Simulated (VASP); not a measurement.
Write the native input for VASP 6.6.1 that does the following.

```
Task                   : single point
Functional             : PBEsol
Potentials or basis    : VASP PAW PBE potentials, release 64 (Al, N)
Cutoff                 : 600 eV
k mesh                 : 8 × 8 × 8
Occupations            : gaussian, width 0.01 eV
Spin                   : no spin polarisation
Dipole correction      : no
Further INCAR settings : ALGO = Normal; EDIFF = 1e-06; NBANDS = 11
```

The structure of AlN lies in POSCAR:

```
AlN
1.0
    0.0000000000      1.9288050481      1.9288050481
    1.9288050481      0.0000000000      1.9288050481
    1.9288050481      1.9288050481      0.0000000000
Al N
1 1
Direct
    0.0000000000      0.0000000000      0.0000000000
    0.5000000000      0.5000000000      0.5000000000
```

The input as run:

INCAR

```
PREC = Accurate
ENCUT = 600
EDIFF = 1E-6
ISMEAR = 0
SIGMA = 0.01
LREAL = F
LASPH = T
NELM = 120
ALGO = Normal
ISIF = 2
LWAVE = F
LCHARG = F
GGA = PS
NBANDS = 11
GGA_COMPAT = F
```

KPOINTS

```
regular mesh
0
Gamma
  8 8 8
```

Potentials or basis: VASP PAW PBE potentials, release 64 (Al, N).

Command:

```bash
$ cat potpaw_PBE.64/Al/POTCAR potpaw_PBE.64/N/POTCAR > POTCAR
$ mpirun -np 1 vasp_std > vasp.out
```

Results of the run:

| Quantity | Value |
| --- | --- |
| Pressure | 49.5 GPa |
| Band gap on the k mesh | 4.85 eV, indirect (least direct gap 7.85 eV) |

Caveat: the PAW data sets were made with another functional, which shifts forces and pressure a little.

Wall time 3.9 s on 1 thread of Intel Xeon 6975P-C, with other jobs on the host, peak memory 0.13 GiB.
